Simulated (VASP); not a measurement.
# Mg3Sb2 in VASP: a series of runs

Runs on Mg3Sb2. Level: PBE. Tasks: single point, relaxation of cell and atoms.

All numbers are computed with VASP 6.6.1; they aren't measurements. Logs are shortened: lines on timing, memory, paths and dates and some standing lists are left out, and cuts for length are marked.

## Step 1: The cell of the first run

Symmetry: P-3m1, No. 164, trigonal system. The conventional cell has a = 4.598 Å, b = 4.598 Å, c = 7.270 Å, α = 90.00°, β = 90.00°, γ = 120.00°. Within 3.8 Å of Mg (site symmetry 3m) lie 4 Sb at 2.85 to 2.96 Å and 6 Mg at 3.28 to 3.77 Å. Within 4.1 Å of Mg (site symmetry -3m) lie 6 Sb at 3.12 Å and 6 Mg at 3.77 Å. Sb (site symmetry 3m) has 7 Mg at 2.85 to 3.12 Å within 3.8 Å.

## Step 2: Single point, PBE

File INCAR:

```
ALGO = Normal ; EDIFF = 1E-6
ENCUT = 600 ; GGA = PE
GGA_COMPAT = False ; ISIF = 2
ISMEAR = 0 ; LASPH = True
LCHARG = False ; LREAL = False
LWAVE = False ; NBANDS = 16
NELM = 120 ; PREC = Accurate
SIGMA = 0.0172
```

File KPOINTS:

```
k-points
0
Gamma
  7 7 4
```

File POSCAR:

```
Mg3Sb2
1.0
    4.5980296418      0.0000002875      0.0000000000
   -2.2990150699      3.9820103334      0.0000000000
    0.0000000000      0.0000000000      7.2697281127
Mg Sb
3 2
Direct
    0.3333333333      0.6666666667      0.6322515329
    0.6666666667      0.3333333333      0.3677484671
    0.0000000000      0.0000000000      0.0000000000
    0.3333333333      0.6666666667      0.2257467376
    0.6666666667      0.3333333333      0.7742532624
```

Potentials or basis: VASP PAW PBE potentials, release 64 (Mg, Sb).

Run with:

```bash
> cat potpaw_PBE.64/Mg/POTCAR potpaw_PBE.64/Sb/POTCAR > POTCAR
> mpirun -np 1 vasp_std > vasp.out
```

OUTCAR:

```text
EDIFF = 1E-6
   ENCUT = 600
   GGA = PE
   ISIF = 2
   ISMEAR = 0
   LASPH = True
   LREAL = False
   NELM = 120
   PREC = Accurate

 ion  position               nearest neighbor table
   1  0.333  0.667  0.632-   5 2.85   5 2.85   5 2.85   4 2.96   2 3.28   2 3.28   2 3.28
   2  0.667  0.333  0.368-   4 2.85   4 2.85   4 2.85   5 2.96   1 3.28   1 3.28   1 3.28
   3  0.000  0.000  0.000-   4 3.12   5 3.12   5 3.12   4 3.12   5 3.12   4 3.12
   4  0.333  0.667  0.226-   2 2.85   2 2.85   2 2.85   1 2.96   3 3.12   3 3.12   3 3.12
   5  0.667  0.333  0.774-   1 2.85   1 2.85   1 2.85   2 2.96   3 3.12   3 3.12   3 3.12

  LATTYP: Found a hexagonal cell.
 ALAT       =     4.5980296418
 C/A-ratio  =     1.5810529029

  Lattice vectors:

 A1 = (   4.5980296418,   0.0000002875,   0.0000000000)
 A2 = (  -2.2990150699,   3.9820103334,   0.0000000000)
 A3 = (   0.0000000000,   0.0000000000,   7.2697281127)

Analysis of symmetry for initial positions (statically):
=====================================================================
 Subroutine PRICEL returns:
 Original cell was already a primitive cell.

 Routine SETGRP: Setting up the symmetry group for a
 hexagonal supercell.

 Subroutine GETGRP returns: Found 12 space group operations
 (whereof 12 operations were pure point group operations)
 out of a pool of 24 trial point group operations.

The static configuration has the point symmetry D_3d.

Analysis of symmetry for dynamics (positions and initial velocities):
=====================================================================
 Subroutine PRICEL returns:
 Original cell was already a primitive cell.

 Routine SETGRP: Setting up the symmetry group for a
 hexagonal supercell.

 Subroutine GETGRP returns: Found 12 space group operations
 (whereof 12 operations were pure point group operations)
 out of a pool of 24 trial point group operations.

The dynamic configuration has the point symmetry D_3d.

 Subroutine INISYM returns: Found 12 space group operations
 (whereof 12 operations are pure point group operations),
 and found     1 'primitive' translations

----------------------------------------------------------------------------------------

                                     Primitive cell
[... 92 lines left out ...]
   LNONCOLLINEAR =      F non collinear calculations
   LSORBIT =      F    spin-orbit coupling
   LASPH  =      T    aspherical Exc in radial PAW
   ENCUT  =  600.0 eV  44.10 Ry    6.64 a.u.   9.18  9.18 14.52*2*pi/ulx,y,z
   NELM   =    120;   NELMIN=  2; NELMDL= -5     # of ELM steps
   EDIFF  = 0.1E-05   stopping-criterion for ELM
   LREAL  =      F    real-space projection
   EDIFFG = 0.1E-04   stopping-criterion for IOM
   NSW    =      0    number of steps for IOM
   IBRION =     -1    ionic relax: 0-MD 1-quasi-New 2-CG
   NFREE  =      0    steps in history (QN), initial steepest desc. (CG)
   ISIF   =      2    stress and relaxation
   ISYM   =      2    0-nonsym 1-usesym 2-fastsym
   POTIM  = 0.5000    time-step for ionic-motion
   TEBEG  =    0.0;   TEEND  =   0.0 temperature during run
   PSTRESS=    0.0 pullay stress
   NELECT =      16.0000    total number of electrons
   NUPDOWN=      -1.0000    fix difference up-down
   EMIN   =  10.00;   EMAX   =-10.00  energy-range for DOS
   EFERMI =   0.00;   METHOD = LEGACY
   ISMEAR =     0;   SIGMA  =   0.02  broadening in eV -4-tet -1-fermi 0-gaus
   EFERMI_NEDOS =   21; number of points for ismear=-14 and -15
   IALGO  =     38    algorithm
   IMIX   =      4    mixing-type and parameters
     AMIX     =   0.40;   BMIX     =  1.00
     AMIX_MAG =   1.60;   BMIX_MAG =  1.00
  volume/ion in A,a.u.               =      26.62       179.65
  Fermi-wavevector in a.u.,A,eV,Ry     =   0.807949  1.526803  8.881637  0.652782
  Thomas-Fermi vector in A             =   1.916664
   LORBIT       =      0    0 simple, 1 ext, 2 COOP (PROOUT), +10 PAW based schemes
   GGA     = PE    functional components
   LHFCALC =     F    Hartree Fock is set to
   AEXX    =    0.0000 exact exchange contribution
   IVDW    =     0    specifies the selected vdW correction
   LEPSILON=     F    determine dielectric tensor
   LRPA    =     F    only Hartree local field effects (RPA)
 non-spin polarized calculation
 Gauss-broadening in eV      SIGMA  =   0.02
  energy-cutoff  :      600.00
  volume of cell :      133.10
 maximum number of plane-waves:      4464
 NGX is ok and might be reduce to    40
   NGX = 19   NGY = 19   NGZ = 29

 number of electron      16.0000000 magnetization

 Free energy of the ion-electron system (eV)
  ---------------------------------------------------
  ext. energy  EPLUGINS =         0.00000000
  ---------------------------------------------------
  free energy    TOTEN  =       -14.64368078 eV

  energy without entropy =      -14.64368078  energy(sigma->0) =      -14.64368078

 E-fermi :   4.4438     XC(G=0):  -8.7337

 val. band max:        4.3517608435   @ k =   0.0000   0.0000   0.0000
 cond. band min:       4.5412421431   @ k =  -0.0000   0.4286   0.2500
 fundamental gap:      0.1894812997
 Fermi energy:         4.4437777452

 k-point     1 :       0.0000    0.0000    0.0000
  band No.  band energies     occupation
      1      -5.8850      2.00000
      2      -4.6661      2.00000
      3      -0.5161      2.00000
      4       3.2619      2.00000
      5       3.2619      2.00000
      6       3.9550      2.00000
[... 433 lines left out ...]
      3      -0.3960      2.00000
      4      -0.0630      2.00000
      5       2.5503      2.00000
      6       2.6095      2.00000
[... 8 lines left out ...]
     15      10.1241      0.00000
     16      10.2357      0.00000

 [... further k-points ...]
[... 5 lines left out ...]
  --------------------------------------------------------------------------------------
  -------------------------------------------------------------------------------------
  Total       -0.0000340     -0.0000340      0.0099903     -0.0000000      0.0000000     -0.0000000
  in kB       -0.0004094     -0.0004094      0.1202529     -0.0000000      0.0000000     -0.0000000
  external PRESSURE =       0.0398114 kB  Pullay stress =       0.0000000 kB

 VOLUME and BASIS-vectors are now :
 -----------------------------------------------------------------------------
  energy-cutoff  :      600.00
  volume of cell :      133.10
      direct lattice vectors                 reciprocal lattice vectors
     4.598029642  0.000000288  0.000000000     0.217484454  0.125564726  0.000000000
    -2.299015070  3.982010333  0.000000000    -0.000000016  0.251129425  0.000000000
     0.000000000  0.000000000  7.269728113     0.000000000  0.000000000  0.137556726

 POSITION                                       TOTAL-FORCE (eV/Angst)
 -----------------------------------------------------------------------------------
     -0.00000      2.65467      4.59630         0.000000     -0.000000     -0.002442
      2.29901      1.32734      2.67343         0.000000     -0.000000      0.002442
      0.00000      0.00000      0.00000         0.000000     -0.000000      0.000000
     -0.00000      2.65467      1.64112         0.000000     -0.000000     -0.014821
      2.29901      1.32734      5.62861        -0.000000      0.000000      0.014821
 -----------------------------------------------------------------------------------
    total drift:                               -0.000000      0.000000     -0.000000

  FREE ENERGIE OF THE ION-ELECTRON SYSTEM (eV)
  ---------------------------------------------------
  free  energy   TOTEN  =       -14.6436807751 eV

  energy  without entropy=      -14.6436807751  energy(sigma->0) =      -14.64368078
```

OSZICAR:

```text
N       E                     dE             d eps       ncg     rms          rms(c)
DAV:   1     0.480742810282E+02    0.48074E+02   -0.54561E+03   896   0.845E+02
DAV:   2    -0.114673795574E+02   -0.59542E+02   -0.53472E+02  1144   0.119E+02
DAV:   3    -0.151902652088E+02   -0.37229E+01   -0.36857E+01  1288   0.306E+01
DAV:   4    -0.152366510285E+02   -0.46386E-01   -0.46382E-01   984   0.399E+00
DAV:   5    -0.152374762126E+02   -0.82518E-03   -0.82518E-03  1264   0.596E-01    0.435E+00
DAV:   6    -0.147449594312E+02    0.49252E+00   -0.51407E-01  1088   0.288E+00    0.259E+00
DAV:   7    -0.146444140526E+02    0.10055E+00   -0.38162E-01  1184   0.252E+00    0.104E+00
DAV:   8    -0.146436701446E+02    0.74391E-03   -0.21535E-02   992   0.754E-01    0.596E-02
DAV:   9    -0.146436045538E+02    0.65591E-04   -0.56714E-04  1080   0.156E-01    0.584E-02
DAV:  10    -0.146436575427E+02   -0.52989E-04   -0.76793E-05  1104   0.476E-02    0.180E-02
DAV:  11    -0.146436802601E+02   -0.22717E-04   -0.31677E-05   976   0.269E-02    0.797E-03
DAV:  12    -0.146436807751E+02   -0.51504E-06   -0.42555E-06  1224   0.946E-03
   1 F= -.14643681E+02 E0= -.14643681E+02  d E =-.217767E-16
```

Wall time 2 min (1 thread of Intel Xeon 8259CL, shared host); peak memory 0.32 GiB.

Results:

- Free energy: -14.6437 eV
- Pressure: 0.0 GPa
- Largest force: 0.015 eV/Å
- Band gap on the k mesh: 0.19 eV (least direct gap 1.00 eV)

Forces on the atoms (eV/Å):
```
Mg   0.000  0.000 -0.002
Mg   0.000  0.000  0.002
Mg   0.000  0.000  0.000
Sb   0.000  0.000 -0.015
Sb   0.000  0.000  0.015
```

Caveat: semilocal functionals underestimate gaps, and a narrow one can read as zero; spin-orbit coupling is left out, which moves the levels of the heavy elements. A k mesh can miss the band edges.

## Step 3: Relaxation of cell and atoms, PBE

This run uses another cell than the first one, of 26.95 Å³/atom.

File INCAR:

```
SYSTEM = Mg3Sb2
PREC = Accurate
ENCUT = 600
EDIFF = 1E-7
ISMEAR = 0
SIGMA = 0.0172
LREAL = .FALSE.
LASPH = .TRUE.
NELM = 120
ALGO = Normal
ISIF = 3
LWAVE = .FALSE.
LCHARG = .FALSE.
GGA = PE
IBRION = 2
NSW = 100
EDIFFG = -0.01
GGA_COMPAT = .FALSE.
NELMIN = 4
```

File KPOINTS:

```
regular mesh
0
G
  7 7 4
  0 0 0
```

File POSCAR:

```
Mg3Sb2
1.0
    4.6168190000      0.0000000000      0.0000000000
   -2.3084100000      3.9982850000      0.0000000000
    0.0000000000      0.0000000000      7.2990480000
Mg Sb
3 2
Direct
    0.3333000000      0.6667000000      0.6300000000
    0.6667000000      0.3333000000      0.3700000000
    0.0000000000      0.0000000000      0.0000000000
    0.3333000000      0.6667000000      0.2350000000
    0.6667000000      0.3333000000      0.7650000000
```

Potentials or basis: VASP PAW PBE potentials, release 64 (Mg, Sb).

Run with:

```bash
> cat potpaw_PBE.64/Mg/POTCAR potpaw_PBE.64/Sb/POTCAR > POTCAR
> mpirun -np 1 vasp_std > vasp.out
```

Run time: 15 min. Hardware: 1 thread of Intel Xeon 8259CL, shared host; peak memory 0.41 GiB.

It converged, with:

- Free energy: -14.6437 eV
- Relaxed volume: 26.61 Å³/atom
- Relaxed cell: a = 4.598 Å, b = 4.598 Å, c = 7.268 Å, α = 90.00°, β = 90.00°, γ = 120.00°
- Space group after relaxing (to 0.1 Å): P-3m1 (No. 164)
- Energy gained by relaxing: 6.3 meV/atom
- Ionic steps: 7
- Pressure after relaxing: 0.0 GPa
- Largest force after relaxing: 0.004 eV/Å
- Band gap on the k mesh: 0.19 eV (least direct gap 1.00 eV)

Forces on the atoms (eV/Å):
```
Mg   0.000  0.000 -0.004
Mg   0.000  0.000  0.004
Mg   0.000  0.000  0.000
Sb   0.000  0.000 -0.002
Sb   0.000  0.000  0.002
```

Step by step:
| step | energy change (eV) | largest force (eV/Å) | pressure (GPa) | volume (Å³) |
| --- | --- | --- | --- | --- |
| 1 | 0.0000 | 0.4175 | -0.08 | 134.74 |
| 2 | -0.0167 | 0.2745 | -0.14 | 134.47 |
| 3 | -0.0261 | 0.0765 | -0.18 | 134.06 |
| 4 | -0.0303 | 0.0444 | 0.02 | 133.22 |
| 5 | -0.0312 | 0.0209 | 0.17 | 132.61 |
| 6 | -0.0314 | 0.0061 | -0.07 | 133.27 |
| 7 | -0.0315 | 0.0036 | 0.01 | 133.06 |

Final structure:
```xyz
5
Lattice="4.5979 0.0001 -0.0001 -2.2989 3.9819 0.0001 -0.0002 0.0001 7.2678" Properties=species:S:1:pos:R:3 pbc="T T T"
Mg   -0.0002    2.6548    4.5951
Mg    2.2990    1.3274    2.6727
Mg    0.0000    0.0000    0.0000
Sb   -0.0001    2.6547    1.6384
Sb    2.2989    1.3274    5.6294
```

Levels at points of the mesh, in eV from the valence-band top:
| k point | band 5 | band 6 | band 7 | band 8 | band 9 | band 10 | band 11 | band 12 |
| --- | --- | --- | --- | --- | --- | --- | --- | --- |
| (0.00, 0.00, 0.00) | -1.09 | -0.40 | -0.40 | 0.00 | 1.00 | 1.16 | 3.02 | 3.02 |
| (0.00, 0.00, 0.50) | -0.78 | -0.78 | -0.73 | -0.73 | 1.72 | 1.78 | 2.67 | 2.67 |

Caveat: semilocal functionals underestimate gaps, and a narrow one can read as zero; spin-orbit coupling is left out, which moves the levels of the heavy elements. A k mesh can miss the band edges.
